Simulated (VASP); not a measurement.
The system is SiBr5.

```
Si Br
1.0
     0.00000    4.60191    4.60191
     4.60191    0.00000    4.60191
     4.60191    4.60191    0.00000
Si Br
1 5
Direct
  0.75000 0.75000 0.75000
  0.25000 0.25000 0.25000
  0.89147 0.89147 0.89147
  0.89147 0.89147 0.32560
  0.89147 0.32560 0.89147
  0.32560 0.89147 0.89147
```

The cell was generated, and may not be a known phase.

```yaml
Program: VASP 6.6.1
Task: relaxation of cell and atoms
Functional: PBE
Potentials_or_basis: VASP PAW PBE potentials, release 64 (Si, Br)
Cutoff: 600 eV
k_mesh: 4 × 4 × 4
Occupations: gaussian, width 0.1 eV
Spin: no spin polarisation
```

At the start: pressure 6.5 GPa; volume 32.49 Å³/atom.

Q: Where does the relaxation end?

A: Over 11 steps the energy falls by 446.4 meV/atom and the volume is 52.69 Å³/atom (+62.2 %); space group F-43m (No. 216, to 0.1 Å) before and after.

Step by step:
```tsv
step	energy change (eV)	largest force (eV/Å)	pressure (GPa)	volume (Å³)
1	0.0000	3.6097	6.51	194.91
2	-2.1948	0.6961	1.64	234.59
3	-2.4120	0.2193	1.36	247.70
4	-2.5653	0.6060	1.54	275.39
5	-2.5647	0.7422	1.63	280.51
6	-2.5788	0.8154	-1.07	309.05
7	-2.6538	0.1394	0.07	294.72
8	-2.6538	0.1226	0.09	294.43
9	-2.6577	0.1124	0.09	296.55
10	-2.6672	0.0788	0.07	302.99
11	-2.6782	0.0134	0.05	316.15
```

Final structure:
```yaml
crystal:
  lattice:
    - [0.00000, 5.40695, 5.40695]
    - [5.40695, 0.00000, 5.40695]
    - [5.40695, 5.40695, 0.00000]
  atoms:
    - { symbol: Si, position: [0.75000, 0.75000, 0.75000] }
    - { symbol: Br, position: [0.25000, 0.25000, 0.25000] }
    - { symbol: Br, position: [0.86797, 0.86797, 0.86797] }
    - { symbol: Br, position: [0.86797, 0.86797, 0.39608] }
    - { symbol: Br, position: [0.86797, 0.39608, 0.86797] }
    - { symbol: Br, position: [0.39608, 0.86797, 0.86797] }
```

Caveat: the volume moved by over 15 % at a fixed basis, so the end points are rough; an odd number of electrons without spin polarisation forces a metal; a magnetic or distorted state may lie lower.
